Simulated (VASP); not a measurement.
# MgO in VASP: notebook

Runs on MgO. Level: PBE. Tasks: single point.

Everything below comes from runs of VASP 6.6.1. Logs are shortened: lines on timing, memory, paths and dates and some standing lists are left out, and cuts for length are marked.

## 1. The cell of the first run

Symmetry: P6_3mc, No. 186, hexagonal system. Conventional cell: a = 3.308 Å, b = 3.308 Å, c = 4.983 Å, α = 90.00°, β = 90.00°, γ = 120.00°. Within 2.6 Å of Mg (site symmetry 3m) lie 4 O at 1.97 to 1.99 Å. O (site symmetry 3m) has 4 Mg at 1.97 to 1.99 Å within 2.6 Å.

## 2. Single point, PBE

File INCAR:

```
SYSTEM = MgO
  ALGO = Normal
  EDIFF = 1E-6
  ENCUT = 520
  GGA = PE
  ISIF = 2
  ISMEAR = 0
  LASPH = .True.
  LCHARG = .False.
  LREAL = .False.
  LWAVE = .False.
  NBANDS = 16
  NELM = 60
  PREC = Accurate
  SIGMA = 0.1
```

File KPOINTS:

```
k-points
0
Gamma
  6 6 4
  0 0 0
```

File POSCAR:

```
MgO
1.0
    3.3077869800      0.0000000000      0.0000000000
   -1.6538934900      2.8646275500      0.0000000000
    0.0000000000      0.0000000000      4.9828815500
Mg O
2 2
Direct
    0.3333333300      0.6666666700      0.0021597400
    0.6666666700      0.3333333300      0.5021597400
    0.3333333300      0.6666666700      0.4024402500
    0.6666666700      0.3333333300      0.9024402500
```

Potentials or basis: VASP PAW PBE potentials, release 64 (Mg, O).

On the command line:

```sh
$ cat potpaw_PBE.64/Mg/POTCAR potpaw_PBE.64/O/POTCAR > POTCAR
$ mpirun -np 1 vasp_std > vasp.out
```

OUTCAR:

```text
SYSTEM = MgO
   EDIFF = 1E-6
   ENCUT = 520
   GGA = PE
   ISIF = 2
   ISMEAR = 0
   LASPH = .True.
   LREAL = .False.
   NELM = 60
   PREC = Accurate

 ion  position               nearest neighbor table
   1  0.333  0.667  0.002-   4 1.97   4 1.97   4 1.97   3 1.99   2 3.14   2 3.14   2 3.14   2 3.14
                             2 3.14   2 3.14
   2  0.667  0.333  0.502-   3 1.97   3 1.97   3 1.97   4 1.99   1 3.14   1 3.14   1 3.14   1 3.14
                             1 3.14   1 3.14
   3  0.333  0.667  0.402-   2 1.97   2 1.97   2 1.97   1 1.99
   4  0.667  0.333  0.902-   1 1.97   1 1.97   1 1.97   2 1.99

  LATTYP: Found a hexagonal cell.
 ALAT       =     3.3077869800
 C/A-ratio  =     1.5064094454

  Lattice vectors:

 A1 = (   3.3077869800,   0.0000000000,   0.0000000000)
 A2 = (  -1.6538934900,   2.8646275500,   0.0000000000)
 A3 = (   0.0000000000,   0.0000000000,   4.9828815500)

Analysis of symmetry for initial positions (statically):
=====================================================================
 Subroutine PRICEL returns:
 Original cell was already a primitive cell.

 Routine SETGRP: Setting up the symmetry group for a
 hexagonal supercell.

 Subroutine GETGRP returns: Found 12 space group operations
 (whereof  6 operations were pure point group operations)
 out of a pool of 24 trial point group operations.

The static configuration has the point symmetry C_3v.
 The point group associated with its full space group is C_6v.

Analysis of symmetry for dynamics (positions and initial velocities):
=====================================================================
 Subroutine PRICEL returns:
 Original cell was already a primitive cell.

 Routine SETGRP: Setting up the symmetry group for a
 hexagonal supercell.

 Subroutine GETGRP returns: Found 12 space group operations
 (whereof  6 operations were pure point group operations)
 out of a pool of 24 trial point group operations.

The dynamic configuration has the point symmetry C_3v.
 The point group associated with its full space group is C_6v.

 Subroutine INISYM returns: Found 12 space group operations
 (whereof  6 operations are pure point group operations),
 and found     1 'primitive' translations

----------------------------------------------------------------------------------------

                                     Primitive cell

  volume of cell :      47.2157

  direct lattice vectors                    reciprocal lattice vectors
     3.307786980  0.000000000  0.000000000     0.302316929  0.174542760  0.000000000
    -1.653893490  2.864627550  0.000000000     0.000000000  0.349085521  0.000000000
     0.000000000  0.000000000  4.982881550     0.000000000  0.000000000  0.200687090

  length of vectors
     3.307786980  3.307786976  4.982881550     0.349085520  0.349085521  0.200687090

  position of ions in fractional coordinates (direct lattice)
     0.333333330  0.666666670  0.002159740
     0.666666670  0.333333330  0.502159740
     0.333333330  0.666666670  0.402440250
     0.666666670  0.333333330  0.902440250

  ion indices of the primitive-cell ions
   primitive index   ion index
                 1           1
                 2           2
                 3           3
                 4           4

----------------------------------------------------------------------------------------

 KPOINTS: k-points

Automatic generation of k-mesh.
 Grid dimensions read from file:
 generate k-points for:    6    6    4

 Generating k-lattice:

  Cartesian coordinates                     Fractional coordinates (reciprocal lattice)
     0.050386155  0.029090460  0.000000000     0.166666667  0.000000000  0.000000000
     0.000000000  0.058180920  0.000000000     0.000000000  0.166666667  0.000000000
     0.000000000  0.000000000  0.050171773     0.000000000  0.000000000  0.250000000

  Length of vectors
     0.058180920  0.058180920  0.050171773

  Shift w.r.t. Gamma in fractional coordinates (k-lattice)
     0.000000000  0.000000000  0.000000000

 Subroutine IBZKPT returns following result:
 ===========================================

 Found     21 irreducible k-points:

 Following reciprocal coordinates:
            Coordinates               Weight
  0.000000  0.000000  0.000000      1.000000
  0.166667 -0.000000  0.000000      6.000000
  0.333333 -0.000000  0.000000      6.000000
  0.500000  0.000000  0.000000      3.000000
  0.166667  0.166667  0.000000      6.000000
  0.333333  0.166667  0.000000     12.000000
[... 13 lines left out ...]
  0.333333  0.166667  0.500000     12.000000
  0.333333  0.333333  0.500000      2.000000
   k-points           NKPTS =     21   k-points in BZ     NKDIM =     21   number of bands    NBANDS=     16
   number of dos      NEDOS =    301   number of ions     NIONS =      4
   total plane-waves  NPLWV =  31360
   dimension x,y,z NGX =    28 NGY =   28 NGZ =   40
   dimension x,y,z NGXF=    56 NGYF=   56 NGZF=   80
   ions per type =               2   2
   NGX,Y,Z   is equivalent  to a cutoff of  14.07, 14.07, 13.35 a.u.
   NGXF,Y,Z  is equivalent  to a cutoff of  28.15, 28.15, 26.69 a.u.
 SYSTEM =  MgO
   PREC   = accura    normal or accurate (medium, high low for compatibility)
   ISTART =      0    job   : 0-new  1-cont  2-samecut
   ICHARG =      2    charge: 1-file 2-atom 10-const
   ISPIN  =      1    spin polarized calculation?
   LNONCOLLINEAR =      F non collinear calculations
   LSORBIT =      F    spin-orbit coupling
   LASPH  =      T    aspherical Exc in radial PAW
   ENCUT  =  520.0 eV  38.22 Ry    6.18 a.u.   6.15  6.15  9.26*2*pi/ulx,y,z
   NELM   =     60;   NELMIN=  2; NELMDL= -5     # of ELM steps
   EDIFF  = 0.1E-05   stopping-criterion for ELM
   LREAL  =      F    real-space projection
[... 7 lines left out ...]
   TEBEG  =    0.0;   TEEND  =   0.0 temperature during run
   PSTRESS=    0.0 pullay stress
   NELECT =      16.0000    total number of electrons
   NUPDOWN=      -1.0000    fix difference up-down
   EMIN   =  10.00;   EMAX   =-10.00  energy-range for DOS
   EFERMI =   0.00;   METHOD = LEGACY
   ISMEAR =     0;   SIGMA  =   0.10  broadening in eV -4-tet -1-fermi 0-gaus
   EFERMI_NEDOS =   21; number of points for ismear=-14 and -15
   IALGO  =     38    algorithm
   IMIX   =      4    mixing-type and parameters
     AMIX     =   0.40;   BMIX     =  1.00
     AMIX_MAG =   1.60;   BMIX_MAG =  1.00
  volume/ion in A,a.u.               =      11.80        79.66
  Fermi-wavevector in a.u.,A,eV,Ry     =   1.141351  2.156842 17.724081  1.302683
  Thomas-Fermi vector in A             =   2.278052
   LORBIT       =      0    0 simple, 1 ext, 2 COOP (PROOUT), +10 PAW based schemes
   GGA     = PE    functional components
   LHFCALC =     F    Hartree Fock is set to
   AEXX    =    0.0000 exact exchange contribution
   IVDW    =     0    specifies the selected vdW correction
   LEPSILON=     F    determine dielectric tensor
   LRPA    =     F    only Hartree local field effects (RPA)
 non-spin polarized calculation
 Gauss-broadening in eV      SIGMA  =   0.10
  energy-cutoff  :      520.00
  volume of cell :       47.22
 maximum number of plane-waves:      1303
 NGX is ok and might be reduce to    28

 number of electron      15.9999997 magnetization

 Free energy of the ion-electron system (eV)
  ---------------------------------------------------
  ext. energy  EPLUGINS =         0.00000000
  ---------------------------------------------------
  free energy    TOTEN  =       -23.51993491 eV

  energy without entropy =      -23.51993491  energy(sigma->0) =      -23.51993491

 E-fermi :   1.6050     XC(G=0):  -9.7438

 val. band max:        1.1585000694   @ k =   0.0000   0.0000   0.0000
 cond. band min:       4.6210282987   @ k =   0.0000   0.0000   0.0000
 fundamental gap:      3.4625282293
 Fermi energy:         1.6050233790

 k-point     1 :       0.0000    0.0000    0.0000
  band No.  band energies     occupation
      1     -15.1159      2.00000
      2     -14.3048      2.00000
      3      -2.1258      2.00000
      4       0.3695      2.00000
      5       0.3695      2.00000
      6       0.7111      2.00000
[... 8 lines left out ...]
     15      17.5973      0.00000
     16      17.5973      0.00000

 k-point     2 :       0.1667   -0.0000    0.0000
  band No.  band energies     occupation
      1     -14.9823      2.00000
      2     -14.2634      2.00000
      3      -1.8628      2.00000
      4      -0.2994      2.00000
      5       0.0659      2.00000
      6       0.2068      2.00000
[... 8 lines left out ...]
     15      16.7007      0.00000
     16      16.9851      0.00000

 k-point     3 :       0.3333   -0.0000    0.0000
  band No.  band energies     occupation
      1     -14.6757      2.00000
      2     -14.2078      2.00000
      3      -1.4824      2.00000
      4      -1.1752      2.00000
      5      -0.6988      2.00000
      6      -0.0490      2.00000
[... 8 lines left out ...]
     15      15.5438      0.00000
     16      16.7375      0.00000

 k-point     4 :       0.5000    0.0000    0.0000
  band No.  band energies     occupation
      1     -14.4717      2.00000
      2     -14.2237      2.00000
      3      -1.9566      2.00000
      4      -1.0430      2.00000
      5      -0.6027      2.00000
      6      -0.1601      2.00000
[... 8 lines left out ...]
     15      15.2289      0.00000
     16      17.0984      0.00000

 k-point     5 :       0.1667    0.1667    0.0000
  band No.  band energies     occupation
      1     -14.7608      2.00000
      2     -14.2153      2.00000
      3      -1.3933      2.00000
      4      -1.0466      2.00000
      5      -0.6419      2.00000
      6       0.0893      2.00000
[... 8 lines left out ...]
     15      15.5875      0.00000
     16      16.9772      0.00000

 k-point     6 :       0.3333    0.1667    0.0000
  band No.  band energies     occupation
      1     -14.4810      2.00000
      2     -14.2166      2.00000
      3      -1.7139      2.00000
      4      -0.9375      2.00000
      5      -0.6389      2.00000
      6      -0.3716      2.00000
[... 8 lines left out ...]
     15      15.0548      0.00000
     16      17.0586      0.00000

 k-point     7 :       0.3333    0.3333    0.0000
  band No.  band energies     occupation
      1     -14.3020      2.00000
      2     -14.3020      2.00000
      3      -1.6240      2.00000
      4      -0.7974      2.00000
      5      -0.7974      2.00000
      6      -0.1390      2.00000
[... 8 lines left out ...]
     15      14.3206      0.00000
     16      18.0723      0.00000

 k-point     8 :       0.0000    0.0000    0.2500
  band No.  band energies     occupation
      1     -15.0043      2.00000
      2     -14.4316      2.00000
      3      -1.7912      2.00000
      4       0.3803      2.00000
      5       0.4177      2.00000
      6       0.4177      2.00000
[... 8 lines left out ...]
     15      16.7147      0.00000
     16      16.7147      0.00000

 k-point     9 :       0.1667   -0.0000    0.2500
  band No.  band energies     occupation
      1     -14.8818      2.00000
      2     -14.3738      2.00000
      3      -1.6587      2.00000
      4      -0.4395      2.00000
      5       0.0372      2.00000
      6       0.2770      2.00000
[... 8 lines left out ...]
     15      16.6245      0.00000
     16      16.6420      0.00000
[... 115 lines left out ...]
 k-point    16 :       0.1667   -0.0000    0.5000
  band No.  band energies     occupation
      1     -14.6328      2.00000
      2     -14.6328      2.00000
      3      -1.0940      2.00000
      4      -1.0940      2.00000
      5       0.3866      2.00000
      6       0.3866      2.00000
[... 8 lines left out ...]
     15      15.9756      0.00000
     16      15.9756      0.00000

 k-point    17 :       0.3333   -0.0000    0.5000
  band No.  band energies     occupation
      1     -14.4396      2.00000
      2     -14.4396      2.00000
      3      -1.6856      2.00000
      4      -1.6856      2.00000
      5       0.2915      2.00000
      6       0.2915      2.00000
[... 8 lines left out ...]
     15      16.2333      0.00000
     16      16.2333      0.00000

 k-point    18 :       0.5000    0.0000    0.5000
  band No.  band energies     occupation
      1     -14.3392      2.00000
      2     -14.3392      2.00000
      3      -1.9950      2.00000
      4      -1.9950      2.00000
      5       0.2143      2.00000
      6       0.2143      2.00000
[... 8 lines left out ...]
     15      16.2487      0.00000
     16      16.2487      0.00000

 k-point    19 :       0.1667    0.1667    0.5000
  band No.  band energies     occupation
      1     -14.4893      2.00000
      2     -14.4893      2.00000
      3      -1.4611      2.00000
      4      -1.4611      2.00000
      5       0.0788      2.00000
      6       0.0788      2.00000
[... 8 lines left out ...]
     15      16.3197      0.00000
     16      16.3197      0.00000

 k-point    20 :       0.3333    0.1667    0.5000
  band No.  band energies     occupation
      1     -14.3406      2.00000
      2     -14.3406      2.00000
      3      -1.7690      2.00000
      4      -1.7690      2.00000
      5      -0.3196      2.00000
      6      -0.3196      2.00000
[... 8 lines left out ...]
     15      16.6165      0.00000
     16      16.6165      0.00000

 k-point    21 :       0.3333    0.3333    0.5000
  band No.  band energies     occupation
      1     -14.2913      2.00000
      2     -14.2913      2.00000
      3      -1.4876      2.00000
      4      -1.4876      2.00000
      5      -0.9643      2.00000
      6      -0.9643      2.00000
[... 8 lines left out ...]
     15      17.1028      0.00000
     16      17.1028      0.00000

------------------------ aborting loop because EDIFF is reached ----------------------------------------

  FORCE on cell =-STRESS in cart. coord.  units (eV):
  Direction    XX          YY          ZZ          XY          YZ          ZX
  --------------------------------------------------------------------------------------
  -------------------------------------------------------------------------------------
  Total        0.8414515      0.8414515      0.9073775      0.0000000     -0.0000000      0.0000000
  in kB       28.5531087     28.5531086     30.7901874      0.0000000     -0.0000000      0.0000000
  external PRESSURE =      29.2988016 kB  Pullay stress =       0.0000000 kB

 VOLUME and BASIS-vectors are now :
 -----------------------------------------------------------------------------
  energy-cutoff  :      520.00
  volume of cell :       47.22
      direct lattice vectors                 reciprocal lattice vectors
     3.307786980  0.000000000  0.000000000     0.302316929  0.174542760  0.000000000
    -1.653893490  2.864627550  0.000000000     0.000000000  0.349085521  0.000000000
     0.000000000  0.000000000  4.982881550     0.000000000  0.000000000  0.200687090

 POSITION                                       TOTAL-FORCE (eV/Angst)
 -----------------------------------------------------------------------------------
     -0.00000      1.90975      0.01076        -0.000000     -0.000000      0.007854
      1.65389      0.95488      2.50220        -0.000000     -0.000000      0.007854
     -0.00000      1.90975      2.00531         0.000000     -0.000000     -0.007854
      1.65389      0.95488      4.49675        -0.000000      0.000000     -0.007854
 -----------------------------------------------------------------------------------
    total drift:                               -0.000017      0.000010      0.002111

  FREE ENERGIE OF THE ION-ELECTRON SYSTEM (eV)
  ---------------------------------------------------
  free  energy   TOTEN  =       -23.5199349086 eV

  energy  without entropy=      -23.5199349086  energy(sigma->0) =      -23.51993491
```

It took 43 s on 1 thread of Intel Xeon 8259CL, shared host; peak memory 0.18 GiB.

Results:

- Free energy: -23.5199 eV
- Pressure: 2.9 GPa
- Largest force: 0.008 eV/Å
- Band gap on the k mesh: 3.46 eV

Forces on the atoms (eV/Å):
```
Mg   0.000  0.000  0.008
Mg   0.000  0.000  0.008
O    0.000  0.000 -0.008
O    0.000  0.000 -0.008
```

## 3. Single point, PBE

This run uses another cell than the first one: it holds 8 atoms, not 4.

File INCAR:

```
SYSTEM = MgO
ALGO = Normal ; EDIFF = 1E-6
ENCUT = 520 ; GGA = PE
ISIF = 2 ; ISMEAR = 0
LASPH = .True. ; LCHARG = .False.
LREAL = .False. ; LWAVE = .False.
NBANDS = 26 ; NELM = 80
PREC = Accurate ; SIGMA = 0.1
```

File KPOINTS:

```
k-points
0
Gamma
  4 4 2
  0 0 0
```

File POSCAR:

```
MgO
1.0
   -1.6575392538      2.8709422032      0.0000000000
    0.0000000000      0.0000000000      5.1182377532
    4.9726177615      2.8709422032      0.0000000000
Mg O
4 4
Direct
    0.5000000000      0.0061939067      0.1666666667
    1.0000000000      0.0061939067      0.6666666667
    1.0000000000      0.5061939067      0.3333333333
    0.5000000000      0.5061939067      0.8333333333
    0.5000000000      0.3984060833      0.1666666667
    1.0000000000      0.3984060833      0.6666666667
    1.0000000000      0.8984060833      0.3333333333
    0.5000000000      0.8984060833      0.8333333333
```

Potentials or basis: VASP PAW PBE potentials, release 64 (Mg, O).

On the command line:

```sh
$ cat potpaw_PBE.64/Mg/POTCAR potpaw_PBE.64/O/POTCAR > POTCAR
$ mpirun -np 1 vasp_std > vasp.out
```

It took 1.9 min on 1 thread of Intel Xeon 8259CL, shared host; peak memory 0.23 GiB.

It converged, with:

```yaml
Free_energy: -47.0634 eV
Pressure: -0.4 GPa
Band_gap_on_the_k_mesh: 3.39 eV
```

Forces on the atoms (eV/Å):
```
Mg   0.000  0.000  0.003
Mg   0.000  0.000  0.003
Mg   0.000  0.000  0.003
Mg   0.000  0.000  0.003
O    0.000  0.000 -0.003
O    0.000  0.000 -0.003
O    0.000  0.000 -0.003
O    0.000  0.000 -0.003
```

Levels at points of the mesh, in eV from the valence-band top:
```csv
k point,band 13,band 14,band 15,band 16,band 17,band 18,band 19,band 20
"(0.00, 0.00, 0.00)",-0.42,-0.31,-0.31,0.00,3.39,7.78,7.93,8.35
"(0.50, 0.00, 0.00)",-0.91,-0.91,-0.65,-0.65,7.64,7.64,8.45,8.45
"(0.00, 0.50, 0.00)",-0.46,-0.46,-0.46,-0.46,5.83,5.83,7.31,7.31
"(0.50, 0.50, 0.00)",-0.42,-0.42,-0.42,-0.42,7.84,7.84,7.84,7.84
"(0.00, 0.00, 0.50)",-0.35,-0.35,-0.21,-0.21,5.49,5.49,9.09,9.09
"(0.50, 0.00, 0.50)",-0.75,-0.75,-0.42,-0.42,7.78,7.78,7.93,7.93
"(0.00, 0.50, 0.50)",-0.63,-0.63,-0.63,-0.63,6.80,6.80,6.80,6.80
"(0.50, 0.50, 0.50)",-0.66,-0.66,-0.66,-0.66,7.31,7.31,7.31,7.31
```

Caveat: the k points lie up to 0.55 Å⁻¹ apart.

## 4. Single point, PBE

This run uses another cell than the first one: it holds 8 atoms, not 4.

File INCAR:

```
PREC = Accurate
ENCUT = 520
EDIFF = 1E-6
ISMEAR = 0
SIGMA = 0.1
LREAL = F
LASPH = T
NELM = 60
ALGO = Normal
ISIF = 2
LWAVE = F
LCHARG = F
GGA = PE
NBANDS = 26
```

File KPOINTS:

```
Automatic mesh
0
Gamma
  4 4 2
```

File POSCAR:

```
MgO
1.0
   -1.6583534281      2.8727508185      0.0002613272
   -0.0000722778      0.0005240959      5.1166035504
    4.9710372148      2.8704569219      0.0002096648
Mg O
4 4
Direct
    0.5000221950      0.0061709656      0.1667114781
    0.9999805839      0.0061775807      0.6667106850
    0.9999941987      0.5061701623      0.3332822208
    0.4999554810      0.5061746877      0.8332815070
    0.5000533763      0.3984280705      0.1667512398
    1.0000144818      0.3984271620      0.6667524074
    1.0000073085      0.8984282230      0.3332569699
    0.4999723750      0.8984231082      0.8332534921
```

On the command line:

```sh
$ cat potpaw_PBE.64/Mg/POTCAR potpaw_PBE.64/O/POTCAR > POTCAR
$ mpirun -np 1 vasp_std > vasp.out
```

It took 2.4 min on 1 thread of Intel Xeon 8259CL, shared host; peak memory 0.23 GiB.

Results (log left out):

```
Free energy            : -47.0634 eV
Pressure               : -0.4 GPa
Band gap on the k mesh : 3.39 eV
```

Levels at points of the mesh, in eV from the valence-band top:
```
           k point  band 14  band 15  band 16  band 17  band 18  band 19
(0.00, 0.00, 0.00)    -0.31    -0.31     0.00     3.39     7.77     7.93
(0.50, 0.00, 0.00)    -0.91    -0.65    -0.65     7.64     7.64     8.45
(0.00, 0.50, 0.00)    -0.47    -0.46    -0.46     5.83     5.83     7.31
(0.50, 0.50, 0.00)    -0.42    -0.42    -0.42     7.84     7.84     7.84
(0.00, 0.00, 0.50)    -0.35    -0.21    -0.21     5.49     5.49     9.09
(0.50, 0.00, 0.50)    -0.75    -0.42    -0.42     7.77     7.77     7.93
(0.00, 0.50, 0.50)    -0.64    -0.64    -0.64     6.80     6.80     6.80
(0.50, 0.50, 0.50)    -0.66    -0.66    -0.66     7.31     7.31     7.31
```

Caveat: the k points lie up to 0.55 Å⁻¹ apart.

(Part 1 of 2 ends here.)
